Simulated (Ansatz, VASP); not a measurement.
# Two plane-wave programs on LiCl

POSCAR

```
LiCl
1.0
    2.4776068444      2.4776068444      0.0000000000
   -2.4776068444      2.4776068444      0.0000000000
    0.0000000000      2.4776068444      2.4776068444
Li Cl
1 1
Direct
    0.0000000000      0.0000000000      0.0000000000
    0.5000000000      0.5000000000      0.0000000000
```

File INCAR.step1:

```
PREC = Accurate ; ENCUT = 520
ISMEAR = 0 ; SIGMA = 0.01
LREAL = F ; LASPH = T
NELM = 100 ; NBANDS = 12
GGA = PE ; ALGO = Normal
EDIFF = 1E-4 ; LWAVE = T
LCHARG = F
```

Contents of INCAR.step2:

```
PREC = Accurate ; ENCUT = 520
EDIFF = 1E-6 ; ISMEAR = 0
SIGMA = 0.01 ; LREAL = F
LASPH = T ; NELM = 100
ALGO = Normal ; ISIF = 2
LWAVE = F ; LCHARG = F
METAGGA = R2SCAN ; LMIXTAU = T
NBANDS = 12 ; ISTART = 1
```

KPOINTS

```
Automatic mesh
0
Gamma
  8 8 8
```

Input for Ansatz:

```yaml
crystal:
  lattice:
    - [2.47760684435, 2.47760684435, 0.0]
    - [-2.47760684435, 2.47760684435, 0.0]
    - [0.0, 2.47760684435, 2.47760684435]
  atoms:
    - { symbol: Li, position: [0.0, 0.0, 0.0] }
    - { symbol: Cl, position: [0.5, 0.5, 0.0] }
kpoints:
  mp_grid: { grid: [8, 8, 8] }
scf:
  occupations: { method: fixed }
  convergence: { dr2_threshold: 1.0e-10 }
hamiltonian:
  xc: r2scan
  pseudopotentials: { kind: paw }
output:
  forces: true
  stress: true
  eigenstates:
    kpoints:
      - [0.0, 0.0, 0.0]
      - [0.5, 0.0, 0.0]
      - [0.0, 0.5, 0.5]
      - [0.0, -0.5, 0.0]
      - [0.5, 0.0, 0.5]
      - [-0.056190789, -0.05619079, 0.0]
      - [-0.056190789, 0.05619079, 0.05619079]
      - [0.0, -0.112381579, -0.056190789]
      - [-0.056190789, -0.05619079, -0.112381579]
      - [-0.056190789, 0.05619079, -0.056190789]
      - [-0.112381579, 0.0, -0.056190789]
      - [-0.5, -0.5, -0.5]
      - [-0.5, 0.5, 0.0]
      - [0.0, 0.0, -0.5]
  eigenvalues: true
```

Alike in both runs: task single point; functional r2SCAN; k mesh 8 × 8 × 8; no spin polarisation.

|  | VASP | Ansatz |
| --- | --- | --- |
| version | VASP 6.6.1 | Ansatz 0.2.0 |
| potentials or method | VASP PAW PBE potentials, release 64 (Li_sv, Cl) | PAW with Ansatz's default frozen-core files, scalar-relativistic |
| plane-wave cutoff (eV) | 520 | 500 |
| occupations | gaussian, width 0.01 eV | fixed |
| valence electrons in the cell | 10 | 10 |

```tsv
	VASP	Ansatz	Ansatz less VASP
gap on the k mesh at the Fermi level (eV)	7.66	7.64	-0.020
```

VASP's potentials were made for PBE, not for r2SCAN.

Noted on VASP's run: the cutoff is under 1.25 times that of the potentials, so the pressure is a little rough.
